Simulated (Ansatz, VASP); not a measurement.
**Bi in VASP and in Ansatz**

The input INCAR:

```
ALGO = Fast
EDIFF = 1E-7
ENCUT = 520
GGA = PS
ISIF = 2
ISMEAR = 0
LASPH = T
LCHARG = F
LREAL = F
LWAVE = F
NBANDS = 22
NELM = 80
PREC = Accurate
SIGMA = 0.15
```

KPOINTS

```
k-points
0
Gamma
  12 12 12
```

The input POSCAR:

```
Bi
1.0
    2.2729996784      1.3123169762      4.0133100000
   -2.2729996784      1.3123169762      4.0133100000
    0.0000000000     -2.6246339523      4.0133100000
Bi
2
Direct
    0.2338900000      0.2338900000      0.2338900000
    0.7661100000      0.7661100000      0.7661100000
```

Input for Ansatz:

```yaml
crystal:
  lattice:
    - [2.2729996784, 1.3123169762, 4.01331]
    - [-2.2729996784, 1.3123169762, 4.01331]
    - [0.0, -2.6246339523, 4.01331]
  atoms:
    - { symbol: Bi, position: [0.23389, 0.23389, 0.23389] }
    - { symbol: Bi, position: [0.76611, 0.76611, 0.76611] }
basis:
  ecutwfc: 420
kpoints:
  mp_grid: { grid: [12, 12, 12] }
hamiltonian:
  xc: pbesol
scf:
  occupations: { method: gaussian, width: 0.15 }
output:
  forces: true
  stress: true
  eigenvalues: true
```

Change from the starting cell: strain +0.000 along x and y, +0.015 along z, atoms carried along.

Alike in both runs: task single point; functional PBEsol; k mesh 12 × 12 × 12; occupations gaussian, width 0.15 eV; no spin polarisation.

```csv
,VASP,Ansatz
version,VASP 6.6.1,Ansatz 0.2.0
potentials or method,"VASP PAW PBE potentials, release 64 (Bi_d), cutoff 520 eV","scalar-relativistic, plane waves, PAW"
valence electrons in the cell,30,30
```

Ansatz gave:

```
gap on the k mesh at the Fermi level (eV)                     : none
pressure (GPa)                                                : -1.2
traceless stress, the component that is largest in VASP (GPa) : -0.10
rms of the force components (eV/Å)                            : 0.018
```

Problem. Which values does VASP return?

Solution. gap on the k mesh at the Fermi level (eV): none; pressure (GPa): -1.3; traceless stress, the component that is largest in VASP (GPa): -0.09; rms of the force components (eV/Å): 0.022.

VASP's potentials were made for PBE, not for PBEsol. Atom by atom the forces differ by 0.004 eV/Å (rms over components). A gap of «none» marks a metal or a gap that the smearing closes.

Neither program's run includes spin-orbit coupling.
